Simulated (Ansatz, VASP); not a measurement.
## Te in VASP and in Ansatz

```
Te
1.0
     3.15731    0.00000    0.00000
     0.00000    4.46346    0.00000
     0.00000    0.00000    8.87008
Te
4
Direct
  0.50000 0.50017 0.76000
  0.50000 0.49983 0.26000
  0.50000 0.00001 0.01000
  0.50000 0.99999 0.51000
```

Alike in both runs: functional PBEsol; k mesh 14 × 10 × 6; occupations gaussian, width 0.1 eV; no spin polarisation.

Ansatz relaxed the structure, and its values are those at the end. VASP's run is a single point on that final structure, the one shown.

```csv
,VASP,Ansatz
version,VASP 6.6.1,Ansatz 0.2.0
potentials or method,"VASP PAW PBE potentials, release 64 (Te), cutoff 520 eV","scalar-relativistic, plane waves, PAW"
valence electrons in the cell,24,64
```

|  | VASP | Ansatz | Ansatz less VASP |
| --- | --- | --- | --- |
| gap on the k mesh at the Fermi level (eV) | none | none | - |
| pressure (GPa) | 0.0 | 0.0 | -0.05 |

VASP's potentials were made for PBE, not for PBEsol. A gap of «none» marks a metal or a gap that the smearing closes. With one functional, cell and mesh, what is left measures potentials, basis and numerics. VASP's potentials hold 24 valence electrons a cell and Ansatz's 64, so a difference there can come from the potentials and not from the codes.

Neither program's run includes spin-orbit coupling.
